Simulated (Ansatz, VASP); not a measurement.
# One calculation of ScSi2, two programs

The input INCAR:

```
SYSTEM = ScSi2
PREC = Accurate ; ENCUT = 520
EDIFF = 1E-8 ; ISMEAR = -1
SIGMA = 0.05 ; LREAL = .FALSE.
LASPH = .TRUE. ; NELM = 100
ALGO = Normal ; ISIF = 2
LWAVE = .FALSE. ; LCHARG = .FALSE.
GGA = PS ; LEFG = .TRUE.
NBANDS = 16
```

The input KPOINTS:

```
Automatic mesh
0
G
  13 13 11
  0 0 0
```

POSCAR

```
ScSi2
1.0
    3.6842378190      0.0000000000      0.0000000000
   -1.8421189095      3.1906435449      0.0000000000
    0.0000000000      0.0000000000      3.8956298860
Sc Si
1 2
Direct
    0.0000000000      0.0000000000      0.0000000000
    0.3333333333      0.6666666667      0.5000000000
    0.6666666667      0.3333333333      0.5000000000
```

Input for Ansatz:

```yaml
crystal:
  lattice:
    - [3.684237819, 0.0, 0.0]
    - [-1.8421189095, 3.1906435449, 0.0]
    - [0.0, 0.0, 3.895629886]
  atoms:
    - { symbol: Sc, position: [0.0, 0.0, 0.0] }
    - { symbol: Si, position: [0.3333333333, 0.6666666667, 0.5] }
    - { symbol: Si, position: [0.6666666667, 0.3333333333, 0.5] }
kpoints:
  mp_grid: { grid: [13, 13, 11] }
scf:
  occupations: { method: fermi_dirac, width: 0.05 }
hamiltonian:
  xc: pbesol
  pseudopotentials: { kind: paw }
output:
  forces: true
  stress: true
  eigenvalues: true
  efg: { contact_densities: true }
```

Change from the starting cell: volume scaled by 1.02, PAW files.

Alike in both runs: task electric field gradients; functional PBEsol; k mesh 13 × 13 × 11; occupations fermi-dirac, width 0.05 eV; no spin polarisation.

```csv
,VASP,Ansatz
version,VASP 6.6.1,Ansatz 0.2.0
potentials or method,"VASP PAW PBE potentials, release 64 (Sc_sv, Si)","PAW with Ansatz's default frozen-core files, scalar-relativistic"
plane-wave cutoff (eV),520,420
valence electrons in the cell,19,19
```

Ansatz gave:

* pressure (GPa): 18.2
* traceless stress, the component that is largest in VASP (GPa): -22.65
* size of Vzz on the site where it differs most (V/Å²): 10.6

Q: Estimate VASP's values.

A: Pressure (GPa): 18.4; traceless stress, the component that is largest in VASP (GPa): -22.67; size of Vzz on the site where it differs most (V/Å²): 15.2.

VASP's potentials were made for PBE, not for PBEsol.
